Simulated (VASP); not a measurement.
Write the native input for VASP 6.6.1 that does the following.

```
Task                    : single point
Functional              : PBE
Potentials or basis     : VASP PAW PBE potentials, release 64 (Cu_sv_GW, O)
Cutoff                  : 610 eV
k mesh                  : 9 × 9 × 5
Occupations             : fermi-dirac, width 0.05 eV
Spin                    : no spin polarisation
Dipole correction       : no
k mesh for the DOS      : 14 × 14 × 8
Occupations for the DOS : tetrahedron
Further INCAR settings  : ALGO = Normal; EDIFF = 1e-06
```

The system is CuO.

```
Cu O
1.0
     1.99097   -2.15355    0.00000
     1.99097    2.15355    0.00000
     0.00000    0.00000    5.15593
Cu O
2 2
Direct
  0.50000 0.00000 0.00000
  0.00000 0.50000 0.50000
  0.50000 0.50000 0.25000
  0.50000 0.50000 0.75000
```

One way to write it, as run:

POSCAR

```
CuO
1.0
    1.9909680000     -2.1535500000      0.0000000000
    1.9909680000      2.1535500000      0.0000000000
    0.0000000000      0.0000000000      5.1559280000
Cu O
2 2
Direct
    0.5000000000      0.0000000000      0.0000000000
    0.0000000000      0.5000000000      0.5000000000
    0.5000000000      0.5000000000      0.2500000000
    0.5000000000      0.5000000000      0.7500000000
```

INCAR.step1

```
SYSTEM = CuO
ALGO     = Normal         ! electronic algorithm
EDIFF    = 1E-6           ! SCF threshold, eV
ENCUT    = 610            ! plane-wave cutoff, eV
GGA      = PE             ! functional
GGA_COMPAT= .False.      
ISIF     = 2              ! what is computed and relaxed
ISMEAR   = -1             ! smearing method
LASPH    = .True.         ! aspherical terms in the spheres
LCHARG   = .True.         ! write CHGCAR
LMAXMIX  = 4              ! l up to which the mixer works
LORBIT   = 11             ! projections on sites
LREAL    = .False.        ! projectors in reciprocal space
LWAVE    = .False.        ! write WAVECAR
NBANDS   = 33             ! bands
NEDOS    = 2001           ! points of the DOS
NELM     = 120            ! most SCF steps
PREC     = Accurate       ! precision mode
SIGMA    = 0.05           ! smearing width, eV
```

KPOINTS.step1

```
k-points
0
Gamma
  9 9 5
  0 0 0
```

INCAR.step2

```
SYSTEM = CuO
ALGO     = Normal         ! electronic algorithm
EDIFF    = 1E-6           ! SCF threshold, eV
ENCUT    = 610            ! plane-wave cutoff, eV
GGA      = PE             ! functional
GGA_COMPAT= .False.      
ICHARG   = 11             ! starting density
ISIF     = 2              ! what is computed and relaxed
ISMEAR   = -5             ! smearing method
LASPH    = .True.         ! aspherical terms in the spheres
LCHARG   = .False.        ! write CHGCAR
LMAXMIX  = 4              ! l up to which the mixer works
LORBIT   = 11             ! projections on sites
LREAL    = .False.        ! projectors in reciprocal space
LWAVE    = .False.        ! write WAVECAR
NEDOS    = 1001           ! points of the DOS
NELM     = 120            ! most SCF steps
PREC     = Accurate       ! precision mode
SIGMA    = 0.05           ! smearing width, eV
```

KPOINTS.step2

```
k-points
0
Gamma
  14 14 8
  0 0 0
```

Potentials or basis: VASP PAW PBE potentials, release 64 (Cu_sv_GW, O).

The run is started by

```bash
$ cat potpaw_PBE.64/Cu_sv_GW/POTCAR potpaw_PBE.64/O/POTCAR > POTCAR
$ cp INCAR.step1 INCAR
$ cp KPOINTS.step1 KPOINTS
$ mpirun -np 1 vasp_std > vasp.out
$ cp INCAR.step2 INCAR
$ cp KPOINTS.step2 KPOINTS
$ mpirun -np 1 vasp_std > vasp.out
```

Results of the run:

```yaml
Valence_electrons_inside_the_program's_atomic_spheres: Cu 17.52; O 4.95
```

Run time: 6.2 min on 1 thread of Intel(R) Xeon(R) Platinum 8259CL CPU @ 2.50GHz (Skylake/Cascade Lake) (shared host), peak memory 0.53 GiB.
